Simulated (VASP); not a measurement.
Ti12H (a cell with a defect), 13 atoms in the cell. The cell holds a defect, 13 atoms: a = 5.900 Å, b = 8.850 Å, c = 4.685 Å, α = 90.00°, β = 90.00°, γ = 120.00°. 

| Property | Result |
| --- | --- |
| Program | VASP 6.6.1 |
| Task | single point |
| Functional | PBE |
| Dispersion | D3(BJ) |
| Potentials or basis | VASP PAW PBE potentials, release 64 (Ti_sv, H) |
| Cutoff | 520 eV |
| k mesh | 3 × 2 × 4 |
| Occupations | gaussian, width 0.1 eV |
| Spin | no spin polarisation |
| Dipole correction | no |
| Further INCAR settings | ALGO = Normal; EDIFF = 1e-07; NBANDS = 84 |

Potentials or basis: VASP PAW PBE potentials, release 64 (Ti_sv, H).

Run with:

```console
$ cat potpaw_PBE.64/Ti_sv/POTCAR potpaw_PBE.64/H/POTCAR > POTCAR
$ mpirun -np 1 vasp_std > vasp.out
```

Hardware: 1 thread of Intel(R) Xeon(R) Platinum 8259CL CPU @ 2.50GHz (Skylake/Cascade Lake), with other jobs on the host.

**Question.** Estimate the wall time of this run.

**Answer.** Wall time 7.8 min on 1 thread of Intel(R) Xeon(R) Platinum 8259CL CPU @ 2.50GHz (Skylake/Cascade Lake) (shared host), peak memory 0.43 GiB. Counts: scf iterations 22, k points 14.
